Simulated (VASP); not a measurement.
# MnS (P6_3mc) in VASP: further runs, part 2 of 2

VASP 6.6.1. Earlier steps stand in the parts before.

## 6. Single point, PBE+U, collinear spin, ferrimagnetic start

INCAR

```
PREC     = Accurate       # precision mode
ENCUT    = 520            # plane-wave cutoff, eV
EDIFF    = 1E-7           # SCF threshold, eV
ISMEAR   = 0              # smearing method
SIGMA    = 0.05           # smearing width, eV
LREAL    = False          # projectors in reciprocal space
LASPH    = True           # aspherical terms in the spheres
NELM     = 150            # most SCF steps
ALGO     = Normal         # electronic algorithm
ISIF     = 2              # what is computed and relaxed
LWAVE    = False          # write WAVECAR
LCHARG   = False          # write CHGCAR
ISPIN    = 2              # spin polarisation
MAGMOM   = 4.13 4.13 -0.27 -0.27 # initial moments
LORBIT   = 11             # projections on sites
NUPDOWN  = 7.5            # fixed moment
LMAXMIX  = 4              # l up to which the mixer works
LDAU     = True           # DFT+U
LDAUTYPE = 2            
LDAUL    = 2 -1           # shell
LDAUU    = 5 0            # U, eV
LDAUJ    = 0 0          
LDAUPRINT= 1            
GGA      = PE             # functional
NBANDS   = 31             # bands
```

KPOINTS

```
regular mesh
0
Gamma
  6 6 3
```

POSCAR

```
MnS
1.0
    3.9760016100      0.0000000000      0.0000000000
   -1.9880008000      3.4433184000      0.0000000000
    0.0000000000      0.0000000000      6.4320005000
Mn S
2 2
Direct
    0.3333333333      0.6666666667      0.0000000000
    0.6666666667      0.3333333333      0.5000000000
    0.3333333333      0.6666666667      0.3850000000
    0.6666666667      0.3333333333      0.8850000000
```

Potentials or basis: VASP PAW PBE potentials, release 64 (Mn_pv, S).

On the command line:

```
cat potpaw_PBE.64/Mn_pv/POTCAR potpaw_PBE.64/S/POTCAR > POTCAR
mpirun -np 1 vasp_std > vasp.out
```

OUTCAR:

```text
PREC = Accurate
   ENCUT = 520
   EDIFF = 1E-7
   ISMEAR = 0
   LREAL = False
   LASPH = True
   NELM = 150
   ISIF = 2
   ISPIN = 2
   LORBIT = 11
   NUPDOWN = 7.5
   GGA = PE

 ion  position               nearest neighbor table
   1  0.333  0.667  0.000-   4 2.41   4 2.41   4 2.41   3 2.48
   2  0.667  0.333  0.500-   3 2.41   3 2.41   3 2.41   4 2.48
   3  0.333  0.667  0.385-   2 2.41   2 2.41   2 2.41   1 2.48
   4  0.667  0.333  0.885-   1 2.41   1 2.41   1 2.41   2 2.48

  LATTYP: Found a hexagonal cell.
 ALAT       =     3.9760016100
 C/A-ratio  =     1.6177057081

  Lattice vectors:

 A1 = (   3.9760016100,   0.0000000000,   0.0000000000)
 A2 = (  -1.9880008000,   3.4433184000,   0.0000000000)
 A3 = (   0.0000000000,   0.0000000000,   6.4320005000)

Analysis of symmetry for initial positions (statically):
=====================================================================
 Subroutine PRICEL returns:
 Original cell was already a primitive cell.

 Routine SETGRP: Setting up the symmetry group for a
 hexagonal supercell.

 Subroutine GETGRP returns: Found 12 space group operations
 (whereof  6 operations were pure point group operations)
 out of a pool of 24 trial point group operations.

The static configuration has the point symmetry C_3v.
 The point group associated with its full space group is C_6v.

Analysis of symmetry for dynamics (positions and initial velocities):
=====================================================================
 Subroutine PRICEL returns:
 Original cell was already a primitive cell.

 Routine SETGRP: Setting up the symmetry group for a
 hexagonal supercell.

 Subroutine GETGRP returns: Found 12 space group operations
 (whereof  6 operations were pure point group operations)
 out of a pool of 24 trial point group operations.

The dynamic configuration has the point symmetry C_3v.
 The point group associated with its full space group is C_6v.
[... 222 lines left out ...]
  free energy    TOTEN  =       -21.95187167 eV

  energy without entropy =      -21.94824983  energy(sigma->0) =      -21.95006075

 E-fermi :   6.0499     XC(G=0):  -9.4026

 val. band max:        5.9518709702   @ k =   0.0000   0.0000   0.0000
 cond. band min:       3.0469908952   @ k =   0.1667   0.1667   0.3333
 fundamental gap:     -2.9048800749
 Fermi energy:         2.9831511601

 spin component 1

 k-point     1 :       0.0000    0.0000    0.0000
  band No.  band energies     occupation
      1     -45.9877      1.00000
      2     -45.9844      1.00000
      3     -45.7685      1.00000
      4     -45.7685      1.00000
      5     -45.7679      1.00000
      6     -45.7679      1.00000
[... 465 lines left out ...]
     30      10.8488      0.00000
     31      12.9513      0.00000
 Fermi energy:         6.0499343702

 spin component 2

 k-point     1 :       0.0000    0.0000    0.0000
  band No.  band energies     occupation
      1     -41.5849      1.00000
      2     -41.5849      1.00000
      3     -41.5841      1.00000
      4     -41.5841      1.00000
      5     -41.5797      1.00000
      6     -41.5749      1.00000
[... 465 lines left out ...]
     30      11.6437      0.00000
     31      13.7020      0.00000

------------------------ aborting loop because EDIFF is reached ----------------------------------------

  FORCE on cell =-STRESS in cart. coord.  units (eV):
  Direction    XX          YY          ZZ          XY          YZ          ZX
  --------------------------------------------------------------------------------------
  -------------------------------------------------------------------------------------
  Total       -2.1395495     -2.1395495     -0.9701121     -0.0000000      0.0000000      0.0000000
  in kB      -38.9280916    -38.9280916    -17.6507315     -0.0000001      0.0000000      0.0000000
  external PRESSURE =     -31.8356382 kB  Pullay stress =       0.0000000 kB

 VOLUME and BASIS-vectors are now :
 -----------------------------------------------------------------------------
  energy-cutoff  :      520.00
  volume of cell :       88.06
      direct lattice vectors                 reciprocal lattice vectors
     3.976001610  0.000000000  0.000000000     0.251508952  0.145208761  0.000000000
    -1.988000800  3.443318400  0.000000000     0.000000000  0.290417523  0.000000000
     0.000000000  0.000000000  6.432000500     0.000000000  0.000000000  0.155472625

 POSITION                                       TOTAL-FORCE (eV/Angst)
 -----------------------------------------------------------------------------------
      0.00000      2.29555      0.00000        -0.000000      0.000000      0.091444
      1.98800      1.14777      3.21600         0.000000     -0.000000      0.091444
      0.00000      2.29555      2.47632         0.000000     -0.000000     -0.091444
      1.98800      1.14777      5.69232        -0.000000      0.000000     -0.091444
 -----------------------------------------------------------------------------------
    total drift:                               -0.000001     -0.000000      0.000292

  FREE ENERGIE OF THE ION-ELECTRON SYSTEM (eV)
  ---------------------------------------------------
  free  energy   TOTEN  =       -21.9518716720 eV

  energy  without entropy=      -21.9482498252  energy(sigma->0) =      -21.95006075

 total charge

# of ion       s       p       d       tot
------------------------------------------
    1        0.253   6.188   4.979  11.419
    2        0.253   6.188   4.979  11.419
    3        1.329   2.373   0.000   3.702
    4        1.329   2.373   0.000   3.702
--------------------------------------------------
tot          3.163  17.123   9.957  30.242

 magnetization (x)

# of ion       s       p       d       tot
------------------------------------------
    1        0.036   0.023   3.959   4.018
    2        0.036   0.023   3.959   4.018
    3       -0.002  -0.224   0.000  -0.226
    4       -0.002  -0.224   0.000  -0.226
--------------------------------------------------
tot          0.068  -0.403   7.917   7.582
```

OSZICAR:

```text
N       E                     dE             d eps       ncg     rms          rms(c)
DAV:   1     0.382731947818E+03    0.38273E+03   -0.20549E+04  1832   0.125E+03
DAV:   2     0.536190796095E+01   -0.37737E+03   -0.35837E+03  1799   0.366E+02
DAV:   3    -0.210001653951E+02   -0.26362E+02   -0.25820E+02  2123   0.102E+02
DAV:   4    -0.216078008739E+02   -0.60764E+00   -0.60614E+00  1898   0.158E+01
DAV:   5    -0.216189368655E+02   -0.11136E-01   -0.11134E-01  2141   0.236E+00    0.146E+01
DAV:   6    -0.219090650230E+02   -0.29013E+00   -0.16002E+01  1856   0.410E+01    0.170E+01
DAV:   7    -0.219448965521E+02   -0.35832E-01   -0.29300E+00  1821   0.175E+01    0.802E+00
DAV:   8    -0.219494656394E+02   -0.45691E-02   -0.36483E-01  2197   0.507E+00    0.425E+00
DAV:   9    -0.219463899871E+02    0.30757E-02   -0.49782E-02  1785   0.171E+00    0.787E-01
DAV:  10    -0.219509539782E+02   -0.45640E-02   -0.88035E-03  2015   0.878E-01    0.351E-01
DAV:  11    -0.219514449517E+02   -0.49097E-03   -0.11374E-03  2095   0.210E-01    0.191E-01
DAV:  12    -0.219517548942E+02   -0.30994E-03   -0.13169E-04  2049   0.745E-02    0.830E-02
DAV:  13    -0.219518498268E+02   -0.94933E-04   -0.64894E-05  1980   0.483E-02    0.290E-02
DAV:  14    -0.219518671980E+02   -0.17371E-04   -0.11609E-05  2009   0.293E-02    0.102E-02
DAV:  15    -0.219518708542E+02   -0.36562E-05   -0.35596E-06  2044   0.119E-02    0.518E-03
DAV:  16    -0.219518715573E+02   -0.70311E-06   -0.62693E-07  1848   0.502E-03    0.308E-03
DAV:  17    -0.219518716715E+02   -0.11421E-06   -0.16770E-07  1645   0.374E-03    0.139E-03
DAV:  18    -0.219518716720E+02   -0.45111E-09   -0.79996E-08  1203   0.178E-03
   1 F= -.21951872E+02 E0= -.21950061E+02  d E =-.362185E-02  mag=     7.5000
```

It took 42 s on 1 thread of AMD EPYC 9R45 (Zen 5), shared host; peak memory 0.22 GiB.

Results:

```
Free energy                                           : -21.9519 eV
Pressure                                              : -3.2 GPa
Largest force                                         : 0.091 eV/Å
Net moment                                            : 7.50 μB per cell
Site moments                                          : Mn +4.02; S -0.23 μB
Valence electrons inside the program's atomic spheres : Mn 11.42; S 3.70
```

Forces in eV/Å, atoms in the order of the input:
```
Mn   0.000  0.000  0.091
Mn   0.000  0.000  0.091
S    0.000  0.000 -0.091
S    0.000  0.000 -0.091
```

Eigenvalues of the final occupation matrices:
```
    site  spin  trace               eigenvalues
site 1 d     1   4.48  0.87 0.87 0.90 0.92 0.92
site 1 d     2   0.52  0.02 0.02 0.07 0.20 0.20
site 2 d     1   4.48  0.87 0.87 0.90 0.92 0.92
site 2 d     2   0.52  0.02 0.02 0.07 0.20 0.20
```

Caveat: the total moment is fixed, so each spin has its own Fermi level.

## 7. Summary

| spin | fixed moment (μB) | pressure (GPa) | moment (μB) | largest force (eV/Å) |
| --- | --- | --- | --- | --- |
| collinear, ferromagnetic start | 11.0 | 10.2 | 11.00 | 0.06 |
| collinear, ferromagnetic start | - | 5.8 | 10.00 | 0.23 |
| collinear, ferromagnetic start | 2.5 | 0.0 | 2.50 | 0.18 |
| collinear, ferrimagnetic start | 7.5 | -3.2 | 7.50 | 0.09 |

Alike in all rows: task single point; level PBE+U; potentials or basis VASP PAW PBE potentials, release 64 (Mn_pv, S); Mn d U = 5.0 eV; cell as given; k mesh 6 × 6 × 3; cutoff (eV) 520; smearing gaussian 0.05 eV.

Caveats: the total moment is fixed, so each spin has its own Fermi level (some runs).

Total energies depend on the potentials used, so only differences within one code and one set of settings carry meaning.
